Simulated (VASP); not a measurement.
# Mg (Pm-3n) in VASP: further runs, part 2 of 2

VASP 6.6.1. The steps go on from the part before.

## 4. Relaxation of cell and atoms, PBEsol

This run uses another cell than the first one, of 23.24 Å³/atom.

The input, INCAR:

```
PREC = Accurate
ENCUT = 600
EDIFF = 1E-6
ISMEAR = -1
SIGMA = 0.1
LREAL = F
LASPH = T
NELM = 80
ALGO = Normal
ISIF = 3
LWAVE = F
LCHARG = F
GGA = PS
IBRION = 2
NSW = 80
EDIFFG = -0.01
```

The input, KPOINTS:

```
Automatic mesh
0
Gamma
  5 5 5
```

The input, POSCAR:

```
Mg
1.0
    5.7071978321      0.0000000000      0.0000000000
    0.0000000000      5.7071978321      0.0000000000
    0.0000000000      0.0000000000      5.7071978321
Mg
8
Direct
    0.0000000000      0.0000000000      0.0000000000
    0.5000000000      0.5000000000      0.5000000000
    0.2500000000      0.0000000000      0.5000000000
    0.7500000000      0.0000000000      0.5000000000
    0.5000000000      0.2500000000      0.0000000000
    0.5000000000      0.7500000000      0.0000000000
    0.0000000000      0.5000000000      0.2500000000
    0.0000000000      0.5000000000      0.7500000000
```

Potentials or basis: VASP PAW PBE potentials, release 64 (Mg).

Launch:

```
cat potpaw_PBE.64/Mg/POTCAR > POTCAR
mpirun -np 1 vasp_std > vasp.out
```

OUTCAR:

```text
PREC = Accurate
   ENCUT = 600
   EDIFF = 1E-6
   ISMEAR = -1
   LREAL = F
   LASPH = T
   NELM = 80
   ISIF = 3
   GGA = PS
   IBRION = 2
   NSW = 80
   EDIFFG = -0.01

 ion  position               nearest neighbor table
   1  0.000  0.000  0.000-   3 3.19   4 3.19   5 3.19   6 3.19   7 3.19   8 3.19   3 3.19   4 3.19
                             7 3.19   8 3.19   5 3.19   6 3.19
   2  0.500  0.500  0.500-   3 3.19   4 3.19   5 3.19   6 3.19   7 3.19   8 3.19   5 3.19   6 3.19
                             3 3.19   4 3.19   7 3.19   8 3.19
   3  0.250  0.000  0.500-   4 2.85   4 2.85   1 3.19   1 3.19   2 3.19   2 3.19   5 3.49   6 3.49
                             6 3.49   5 3.49   8 3.49   7 3.49   8 3.49   7 3.49
   4  0.750  0.000  0.500-   3 2.85   3 2.85   1 3.19   1 3.19   2 3.19   2 3.19   5 3.49   6 3.49
                             6 3.49   5 3.49   8 3.49   7 3.49   8 3.49   7 3.49
   5  0.500  0.250  0.000-   6 2.85   6 2.85   1 3.19   2 3.19   2 3.19   1 3.19   3 3.49   4 3.49
                             3 3.49   4 3.49   8 3.49   7 3.49   7 3.49   8 3.49
   6  0.500  0.750  0.000-   5 2.85   5 2.85   1 3.19   2 3.19   2 3.19   1 3.19   3 3.49   4 3.49
                             3 3.49   4 3.49   8 3.49   7 3.49   7 3.49   8 3.49
   7  0.000  0.500  0.250-   8 2.85   8 2.85   1 3.19   2 3.19   1 3.19   2 3.19   3 3.49   4 3.49
                             5 3.49   3 3.49   4 3.49   6 3.49   5 3.49   6 3.49
   8  0.000  0.500  0.750-   7 2.85   7 2.85   1 3.19   2 3.19   1 3.19   2 3.19   3 3.49   4 3.49
                             5 3.49   3 3.49   4 3.49   6 3.49   5 3.49   6 3.49

  LATTYP: Found a simple cubic cell.
 ALAT       =     5.7071978321

  Lattice vectors:
[... 178 lines left out ...]

  energy without entropy =      -13.34570740  energy(sigma->0) =      -13.40033793

------------------------ aborting loop because EDIFF is reached ----------------------------------------

  FORCE on cell =-STRESS in cart. coord.  units (eV):
  Direction    XX          YY          ZZ          XY          YZ          ZX
  --------------------------------------------------------------------------------------
  -------------------------------------------------------------------------------------
  Total       -0.4407573     -0.4407573     -0.4407573     -0.0000000      0.0000000      0.0000000
  in kB       -3.7987556     -3.7987556     -3.7987556     -0.0000000      0.0000000      0.0000000
  external PRESSURE =      -3.7987556 kB  Pullay stress =       0.0000000 kB
[... 71 lines left out ...]
--------------------------------------- Ionic step        3  -------------------------------------------

 number of electron      16.0000000 magnetization

 Free energy of the ion-electron system (eV)
  ---------------------------------------------------
  ext. energy  EPLUGINS =         0.00000000
  ---------------------------------------------------
  free energy    TOTEN  =       -13.45736302 eV

  energy without entropy =      -13.34874284  energy(sigma->0) =      -13.40305293

 E-fermi :   2.5754     XC(G=0):  -8.5249

 val. band max:        2.4110503352   @ k =   0.2000   0.2000   0.2000
 cond. band min:       2.5787726140   @ k =   0.2000   0.2000   0.2000
 fundamental gap:      0.1677222788
 Fermi energy:         2.5753687713

 k-point     1 :       0.0000    0.0000    0.0000
  band No.  band energies     occupation
      1      -4.3398      2.00000
      2       0.1510      2.00000
      3       0.1510      2.00000
      4       0.1621      2.00000
      5       0.2604      2.00000
      6       0.2604      2.00000
      7       0.2604      2.00000
      8       4.0836      0.00000
      9       4.0836      0.00000
     10       4.1140      0.00000
     11       4.1140      0.00000
     12       4.1140      0.00000
     13       4.6430      0.00000
[... 177 lines left out ...]
  FREE ENERGIE OF THE ION-ELECTRON SYSTEM (eV)
  ---------------------------------------------------
  free  energy   TOTEN  =       -13.4573630162 eV

  energy  without entropy=      -13.3487428430  energy(sigma->0) =      -13.40305293

 reached required accuracy - stopping structural energy minimisation
```

OSZICAR:

```text
N       E                     dE             d eps       ncg     rms          rms(c)
DAV:   1     0.134094055886E+02    0.13409E+02   -0.50971E+03   260   0.992E+02
DAV:   2    -0.125067539414E+02   -0.25916E+02   -0.23818E+02   305   0.882E+01
DAV:   3    -0.135085342924E+02   -0.10018E+01   -0.95890E+00   345   0.152E+01
DAV:   4    -0.135244130931E+02   -0.15879E-01   -0.15805E-01   296   0.200E+00
[... 12 lines left out ...]
   2 F= -.13457199E+02 E0= -.13402808E+02  d E =-.223067E-02
       N       E                     dE             d eps       ncg     rms          rms(c)
DAV:   1    -0.134573650592E+02   -0.16580E-03   -0.10585E-03   270   0.198E-01    0.113E-02
DAV:   2    -0.134573635051E+02    0.15541E-05   -0.67571E-06   350   0.185E-02    0.710E-03
DAV:   3    -0.134573630162E+02    0.48891E-06   -0.97756E-07   205   0.541E-03
   3 F= -.13457363E+02 E0= -.13403053E+02  d E =-.239455E-02
```

Wall time 62 s (1 thread of Intel Xeon Platinum 8488C (Sapphire Rapids), shared host); peak memory 0.32 GiB.

What came out:

* Free energy: -13.4574 eV
* Relaxed volume: 22.99 Å³/atom
* Relaxed cell: a = 5.687 Å, b = 5.687 Å, c = 5.687 Å, α = 90.00°, β = 90.00°, γ = 90.00°
* Space group after relaxing (to 0.1 Å): Pm-3n (No. 223)
* Energy gained by relaxing: 0.3 meV/atom
* Ionic steps: 3
* Pressure after relaxing: 0.0 GPa
* Band gap on the k mesh: zero (bands 8 and 9 overlap by 2.24 eV)

Step by step:
```csv
step,energy change (eV),largest force (eV/Å),pressure (GPa),volume (Å³)
1,0.0000,0.0000,-0.38,185.90
2,-0.0022,0.0000,-0.10,184.42
3,-0.0024,0.0000,0.00,183.91
```

Final structure:
```
Mg
1.0
     5.68680    0.00000    0.00000
     0.00000    5.68680    0.00000
     0.00000    0.00000    5.68680
Mg
8
Direct
  0.00000 0.00000 0.00000
  0.50000 0.50000 0.50000
  0.25000 0.00000 0.50000
  0.75000 0.00000 0.50000
  0.50000 0.25000 0.00000
  0.50000 0.75000 0.00000
  0.00000 0.50000 0.25000
  0.00000 0.50000 0.75000
```

Caveat: the PAW data sets were made with another functional, which shifts forces and pressure a little.

## 5. The runs side by side

| task | cell | k mesh | cutoff (eV) | gap on the mesh (eV) | pressure (GPa) |
| --- | --- | --- | --- | --- | --- |
| single point | a = 5.690 Å, 8 atoms | 5 × 5 × 5 | 520 | none | -0.1 |
| single point | a = 5.690 Å, 8 atoms | 6 × 6 × 6 | 520 | none | 0.0 |
| relaxation of cell and atoms | relaxed from a = 5.707 Å, 8 atoms | 5 × 5 × 5 | 600 | none | 0.0 |

Alike in all rows: level PBEsol; potentials or basis VASP PAW PBE potentials, release 64 (Mg); no spin polarisation; smearing fermi-dirac 0.1 eV.

Caveats: the PAW data sets were made with another functional, which shifts forces and pressure a little.

Absolute energies hang on the potentials; compare differences alone.
